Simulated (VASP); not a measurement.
# KBr (Fm-3m) in VASP: settings compared

Aim: see how the results for KBr move with the level of theory and the settings. Levels: PBE, r2SCAN0+D3(BJ). Tasks: single point.

Program: VASP 6.6.1. These are calculated values, not measurements. Logs are shortened: lines on timing, memory, paths and dates and some standing lists are left out, and cuts for length are marked.

## 1. The cell of the first run

The structure is cubic, space group Fm-3m (No. 225). Conventional cell: a = 6.600 Å, b = 6.600 Å, c = 6.600 Å, α = 90.00°, β = 90.00°, γ = 90.00°. Br (site symmetry m-3m) has 6 K at 3.30 Å within 4.3 Å. Within 4.3 Å of K (site symmetry m-3m) lie 6 Br at 3.30 Å.

## 2. Single point, PBE

Input file INCAR:

```
ALGO = Normal
EDIFF = 1E-6
ENCUT = 500
GGA = PE
GGA_COMPAT = False
ISIF = 2
ISMEAR = 0
LASPH = True
LCHARG = False
LREAL = False
LWAVE = False
NBANDS = 15
NELM = 120
PREC = Accurate
SIGMA = 0.01
```

Input file KPOINTS:

```
k-points
0
Gamma
  7 7 7
```

Input file POSCAR:

```
KBr
1.0
    0.0000000000      3.3000000000      3.3000000000
    3.3000000000      0.0000000000      3.3000000000
    3.3000000000      3.3000000000      0.0000000000
Br K
1 1
Direct
    0.5000000000      0.5000000000      0.5000000000
    0.0000000000      0.0000000000      0.0000000000
```

Potentials or basis: VASP PAW PBE potentials, release 64 (Br, K_sv).

Command:

```console
$ cat potpaw_PBE.64/Br/POTCAR potpaw_PBE.64/K_sv/POTCAR > POTCAR
$ mpirun -np 1 vasp_std > vasp.out
```

OUTCAR:

```text
EDIFF = 1E-6
   ENCUT = 500
   GGA = PE
   ISIF = 2
   ISMEAR = 0
   LASPH = True
   LREAL = False
   NELM = 120
   PREC = Accurate

 ion  position               nearest neighbor table
   1  0.500  0.500  0.500-   2 3.30   2 3.30   2 3.30   2 3.30   2 3.30   2 3.30
   2  0.000  0.000  0.000-   1 3.30   1 3.30   1 3.30   1 3.30   1 3.30   1 3.30

  LATTYP: Found a face centered cubic cell.
 ALAT       =     6.6000000000

  Lattice vectors:

 A1 = (   0.0000000000,   3.3000000000,   3.3000000000)
 A2 = (   3.3000000000,   0.0000000000,   3.3000000000)
 A3 = (   3.3000000000,   3.3000000000,   0.0000000000)

Analysis of symmetry for initial positions (statically):
=====================================================================
 Subroutine PRICEL returns:
 Original cell was already a primitive cell.

 Routine SETGRP: Setting up the symmetry group for a
 face centered cubic supercell.

 Subroutine GETGRP returns: Found 48 space group operations
 (whereof 48 operations were pure point group operations)
 out of a pool of 48 trial point group operations.

The static configuration has the point symmetry O_h .

Analysis of symmetry for dynamics (positions and initial velocities):
=====================================================================
 Subroutine PRICEL returns:
 Original cell was already a primitive cell.

 Routine SETGRP: Setting up the symmetry group for a
 face centered cubic supercell.

 Subroutine GETGRP returns: Found 48 space group operations
 (whereof 48 operations were pure point group operations)
 out of a pool of 48 trial point group operations.

The dynamic configuration has the point symmetry O_h .

 Subroutine INISYM returns: Found 48 space group operations
 (whereof 48 operations are pure point group operations),
 and found     1 'primitive' translations

----------------------------------------------------------------------------------------

                                     Primitive cell

  volume of cell :      71.8740

  direct lattice vectors                    reciprocal lattice vectors
     0.000000000  3.300000000  3.300000000    -0.151515152  0.151515152  0.151515152
     3.300000000  0.000000000  3.300000000     0.151515152 -0.151515152  0.151515152
     3.300000000  3.300000000  0.000000000     0.151515152  0.151515152 -0.151515152

  length of vectors
     4.666904756  4.666904756  4.666904756     0.262431941  0.262431941  0.262431941

  position of ions in fractional coordinates (direct lattice)
     0.500000000  0.500000000  0.500000000
     0.000000000  0.000000000  0.000000000

  ion indices of the primitive-cell ions
   primitive index   ion index
                 1           1
                 2           2

----------------------------------------------------------------------------------------

 KPOINTS: k-points

Automatic generation of k-mesh.
 Grid dimensions read from file:
 generate k-points for:    7    7    7

 Generating k-lattice:

  Cartesian coordinates                     Fractional coordinates (reciprocal lattice)
    -0.021645022  0.021645022  0.021645022     0.142857143  0.000000000  0.000000000
     0.021645022 -0.021645022  0.021645022     0.000000000  0.142857143  0.000000000
     0.021645022  0.021645022 -0.021645022     0.000000000  0.000000000  0.142857143

  Length of vectors
     0.037490277  0.037490277  0.037490277

  Shift w.r.t. Gamma in fractional coordinates (k-lattice)
     0.000000000  0.000000000  0.000000000

 Subroutine IBZKPT returns following result:
 ===========================================

 Found     20 irreducible k-points:

 Following reciprocal coordinates:
            Coordinates               Weight
  0.000000  0.000000  0.000000      1.000000
  0.142857  0.000000  0.000000      8.000000
  0.285714  0.000000  0.000000      8.000000
  0.428571  0.000000  0.000000      8.000000
  0.142857  0.142857  0.000000      6.000000
  0.285714  0.142857  0.000000     24.000000
[... 12 lines left out ...]
 -0.428571  0.428571  0.142857     24.000000
 -0.285714  0.428571  0.142857     24.000000
   k-points           NKPTS =     20   k-points in BZ     NKDIM =     20   number of bands    NBANDS=     15
   number of dos      NEDOS =    301   number of ions     NIONS =      2
   total plane-waves  NPLWV =  46656
   dimension x,y,z NGX =    36 NGY =   36 NGZ =   36
   dimension x,y,z NGXF=    72 NGYF=   72 NGZF=   72
   ions per type =               1   1
   NGX,Y,Z   is equivalent  to a cutoff of  12.82, 12.82, 12.82 a.u.
   NGXF,Y,Z  is equivalent  to a cutoff of  25.65, 25.65, 25.65 a.u.
 SYSTEM =  unknown system
   PREC   = accura    normal or accurate (medium, high low for compatibility)
   ISTART =      0    job   : 0-new  1-cont  2-samecut
   ICHARG =      2    charge: 1-file 2-atom 10-const
   ISPIN  =      1    spin polarized calculation?
   LNONCOLLINEAR =      F non collinear calculations
   LSORBIT =      F    spin-orbit coupling
   LASPH  =      T    aspherical Exc in radial PAW
   ENCUT  =  500.0 eV  36.75 Ry    6.06 a.u.   8.51  8.51  8.51*2*pi/ulx,y,z
   NELM   =    120;   NELMIN=  2; NELMDL= -5     # of ELM steps
   EDIFF  = 0.1E-05   stopping-criterion for ELM
   LREAL  =      F    real-space projection
   EDIFFG = 0.1E-04   stopping-criterion for IOM
   NSW    =      0    number of steps for IOM
   IBRION =     -1    ionic relax: 0-MD 1-quasi-New 2-CG
   NFREE  =      0    steps in history (QN), initial steepest desc. (CG)
   ISIF   =      2    stress and relaxation
   ISYM   =      2    0-nonsym 1-usesym 2-fastsym
   POTIM  = 0.5000    time-step for ionic-motion
   TEBEG  =    0.0;   TEEND  =   0.0 temperature during run
   PSTRESS=    0.0 pullay stress
   NELECT =      16.0000    total number of electrons
   NUPDOWN=      -1.0000    fix difference up-down
   EMIN   =  10.00;   EMAX   =-10.00  energy-range for DOS
   EFERMI =   0.00;   METHOD = LEGACY
   ISMEAR =     0;   SIGMA  =   0.01  broadening in eV -4-tet -1-fermi 0-gaus
   EFERMI_NEDOS =   21; number of points for ismear=-14 and -15
   IALGO  =     38    algorithm
   IMIX   =      4    mixing-type and parameters
     AMIX     =   0.40;   BMIX     =  1.00
     AMIX_MAG =   1.60;   BMIX_MAG =  1.00
  volume/ion in A,a.u.               =      35.94       242.51
  Fermi-wavevector in a.u.,A,eV,Ry     =   0.992181  1.874950 13.393889  0.984423
  Thomas-Fermi vector in A             =   2.123975
   LORBIT       =      0    0 simple, 1 ext, 2 COOP (PROOUT), +10 PAW based schemes
   GGA     = PE    functional components
   LHFCALC =     F    Hartree Fock is set to
   AEXX    =    0.0000 exact exchange contribution
   IVDW    =     0    specifies the selected vdW correction
   LEPSILON=     F    determine dielectric tensor
   LRPA    =     F    only Hartree local field effects (RPA)
 non-spin polarized calculation
 Gauss-broadening in eV      SIGMA  =   0.01
  energy-cutoff  :      500.00
  volume of cell :       71.87
 maximum number of plane-waves:      1841
 NGX is ok and might be reduce to    36
   NGX = 17   NGY = 17   NGZ = 17

 number of electron      15.9999997 magnetization

 Free energy of the ion-electron system (eV)
  ---------------------------------------------------
  ext. energy  EPLUGINS =         0.00000000
  ---------------------------------------------------
  free energy    TOTEN  =        -6.21501078 eV

  energy without entropy =       -6.21501078  energy(sigma->0) =       -6.21501078

 E-fermi :  -1.6586     XC(G=0):  -7.3706

 val. band max:       -1.7406571490   @ k =   0.0000   0.0000   0.0000
 cond. band min:       2.6931839192   @ k =   0.0000   0.0000   0.0000
 fundamental gap:      4.4338410682
 Fermi energy:        -1.6585830058

 k-point     1 :       0.0000    0.0000    0.0000
  band No.  band energies     occupation
      1     -29.5218      2.00000
      2     -14.0329      2.00000
      3     -12.9990      2.00000
      4     -12.9990      2.00000
      5     -12.9990      2.00000
      6      -1.7407      2.00000
      7      -1.7407      2.00000
      8      -1.7407      2.00000
      9       2.6932      0.00000
     10       5.8635      0.00000
     11       5.8635      0.00000
     12       5.8635      0.00000
     13       6.6867      0.00000
     14       6.6867      0.00000
     15       9.8617      0.00000

 k-point     2 :       0.1429    0.0000    0.0000
  band No.  band energies     occupation
      1     -29.5207      2.00000
      2     -14.0720      2.00000
      3     -13.0000      2.00000
      4     -13.0000      2.00000
      5     -12.9466      2.00000
      6      -2.0227      2.00000
      7      -1.8076      2.00000
      8      -1.8076      2.00000
      9       3.1930      0.00000
     10       5.7435      0.00000
     11       6.1040      0.00000
     12       6.1040      0.00000
     13       6.9518      0.00000
     14       6.9518      0.00000
     15      10.5615      0.00000

 k-point     3 :       0.2857    0.0000    0.0000
  band No.  band energies     occupation
      1     -29.5184      2.00000
      2     -14.1492      2.00000
      3     -13.0024      2.00000
      4     -13.0024      2.00000
      5     -12.8394      2.00000
      6      -2.5348      2.00000
      7      -1.9504      2.00000
      8      -1.9504      2.00000
      9       4.1871      0.00000
     10       5.8190      0.00000
     11       6.7643      0.00000
     12       6.7643      0.00000
     13       7.6644      0.00000
     14       7.6644      0.00000
     15      10.1476      0.00000

 k-point     4 :       0.4286    0.0000    0.0000
  band No.  band energies     occupation
      1     -29.5165      2.00000
      2     -14.2032      2.00000
      3     -13.0042      2.00000
      4     -13.0042      2.00000
      5     -12.7607      2.00000
      6      -2.8734      2.00000
      7      -2.0582      2.00000
      8      -2.0582      2.00000
      9       4.7809      0.00000
     10       6.3697      0.00000
     11       7.6932      0.00000
     12       7.6932      0.00000
     13       8.3586      0.00000
     14       8.3586      0.00000
     15       9.2809      0.00000
[... 235 lines left out ...]
 k-point    18 :      -0.4286    0.2857    0.1429
  band No.  band energies     occupation
      1     -29.5154      2.00000
      2     -14.1091      2.00000
      3     -13.0393      2.00000
      4     -13.0219      2.00000
      5     -12.8527      2.00000
      6      -2.6438      2.00000
      7      -2.2048      2.00000
      8      -2.1019      2.00000
      9       5.2784      0.00000
     10       5.8291      0.00000
     11       6.9597      0.00000
     12       7.7307      0.00000
     13       8.2587      0.00000
     14       8.6074      0.00000
     15       9.3208      0.00000

 k-point    19 :      -0.4286    0.4286    0.1429
  band No.  band energies     occupation
      1     -29.5148      2.00000
      2     -14.0198      2.00000
      3     -13.0599      2.00000
      4     -13.0430      2.00000
      5     -12.9400      2.00000
      6      -2.5187      2.00000
      7      -2.1495      2.00000
      8      -2.1381      2.00000
      9       4.7199      0.00000
     10       5.8525      0.00000
     11       6.8716      0.00000
     12       7.8357      0.00000
     13       8.0427      0.00000
     14       8.8695      0.00000
     15       9.3650      0.00000

 k-point    20 :      -0.2857    0.4286    0.1429
  band No.  band energies     occupation
      1     -29.5146      2.00000
      2     -14.0469      2.00000
      3     -13.0656      2.00000
      4     -13.0419      2.00000
      5     -12.8976      2.00000
      6      -2.4147      2.00000
      7      -2.3662      2.00000
      8      -2.1588      2.00000
      9       5.3125      0.00000
     10       6.0447      0.00000
     11       6.5908      0.00000
     12       7.3079      0.00000
     13       8.7308      0.00000
     14       8.7449      0.00000
     15       9.5373      0.00000

------------------------ aborting loop because EDIFF is reached ----------------------------------------

  FORCE on cell =-STRESS in cart. coord.  units (eV):
  Direction    XX          YY          ZZ          XY          YZ          ZX
  --------------------------------------------------------------------------------------
  -------------------------------------------------------------------------------------
  Total        0.3376866      0.3376866      0.3376866     -0.0000000      0.0000000      0.0000000
  in kB        7.5275312      7.5275312      7.5275312     -0.0000000      0.0000000      0.0000000
  external PRESSURE =       7.5275312 kB  Pullay stress =       0.0000000 kB

 VOLUME and BASIS-vectors are now :
 -----------------------------------------------------------------------------
  energy-cutoff  :      500.00
  volume of cell :       71.87
      direct lattice vectors                 reciprocal lattice vectors
     0.000000000  3.300000000  3.300000000    -0.151515152  0.151515152  0.151515152
     3.300000000  0.000000000  3.300000000     0.151515152 -0.151515152  0.151515152
     3.300000000  3.300000000  0.000000000     0.151515152  0.151515152 -0.151515152

 POSITION                                       TOTAL-FORCE (eV/Angst)
 -----------------------------------------------------------------------------------
      3.30000      3.30000      3.30000        -0.000000     -0.000000     -0.000000
      0.00000      0.00000      0.00000         0.000000      0.000000      0.000000
 -----------------------------------------------------------------------------------
    total drift:                                0.000000      0.000000      0.000000

  FREE ENERGIE OF THE ION-ELECTRON SYSTEM (eV)
  ---------------------------------------------------
  free  energy   TOTEN  =        -6.2150107844 eV

  energy  without entropy=       -6.2150107844  energy(sigma->0) =       -6.21501078
```

It took 27 s on 1 thread of Intel Xeon Platinum 8259CL at 2.50GHz (Skylake/Cascade Lake), shared host; peak memory 0.21 GiB.

Results:

* Free energy: -6.2150 eV
* Pressure: 0.8 GPa
* Band gap on the k mesh: 4.43 eV

Caveat: an odd mesh through Γ misses points on the zone boundary, where band edges can lie.

## 3. Single point, r2SCAN0+D3(BJ)

POSCAR is that of step 2.

Input file INCAR.step1:

```
PREC     = Accurate       # precision mode
ENCUT    = 440            # plane-wave cutoff, eV
EDIFF    = 1E-5           # SCF threshold, eV
ISMEAR   = 0              # smearing method
SIGMA    = 0.1            # smearing width, eV
LREAL    = False          # projectors in reciprocal space
LASPH    = True           # aspherical terms in the spheres
NELM     = 120            # most SCF steps
ALGO     = Normal         # electronic algorithm
ISIF     = 2              # what is computed and relaxed
LWAVE    = True           # write WAVECAR
NBANDS   = 15             # bands
GGA      = PE             # functional
GGA_COMPAT= False
```

Input file INCAR.step2:

```
PREC     = Accurate       # precision mode
ENCUT    = 440            # plane-wave cutoff, eV
EDIFF    = 1E-6           # SCF threshold, eV
ISMEAR   = 0              # smearing method
SIGMA    = 0.1            # smearing width, eV
LREAL    = False          # projectors in reciprocal space
LASPH    = True           # aspherical terms in the spheres
NELM     = 120            # most SCF steps
ALGO     = Normal         # electronic algorithm
ISIF     = 2              # what is computed and relaxed
LWAVE    = False          # write WAVECAR
LCHARG   = True           # write CHGCAR
METAGGA  = R2SCAN         # meta-GGA
LHFCALC  = True           # exact exchange
AEXX     = 0.25           # exact-exchange fraction
LMIXTAU  = True         
PRECFOCK = Normal       
IVDW     = 12             # dispersion correction
VDW_S6   = 1.0          
VDW_S8   = 1.1846       
VDW_A1   = 0.4534       
VDW_A2   = 5.8972       
LELF     = True           # ELF
LVHAR    = True         
NBANDS   = 15             # bands
ISTART   = 1            
GGA_COMPAT= False
```

Input file KPOINTS:

```
Automatic mesh
0
Gamma
  5 5 5
```

Potentials or basis: VASP PAW PBE potentials, release 64 (Br, K_sv).

Command:

```console
$ cat potpaw_PBE.64/Br/POTCAR potpaw_PBE.64/K_sv/POTCAR > POTCAR
$ cp INCAR.step1 INCAR
$ mpirun -np 1 vasp_std > vasp.out
$ cp INCAR.step2 INCAR
$ mpirun -np 1 vasp_std > vasp.out
```

It took 14 min on 1 thread of Intel Xeon Platinum 8259CL at 2.50GHz (Skylake/Cascade Lake), shared host; peak memory 0.2 GiB.

Results (log left out):

| Item | Value |
| --- | --- |
| Free energy | -20.7890 eV |
| Pressure | -0.6 GPa |
| Band gap on the k mesh | 6.66 eV |
| Dispersion energy per atom | -0.130 eV |

Levels at points of the mesh, in eV from the valence-band top:
```tsv
k point	band 6	band 7	band 8	band 9	band 10	band 11
(0.00, 0.00, 0.00)	0.00	0.00	0.00	6.66	10.09	10.09
```

Caveat: the PAW data sets were made with another functional, which shifts forces and pressure a little.
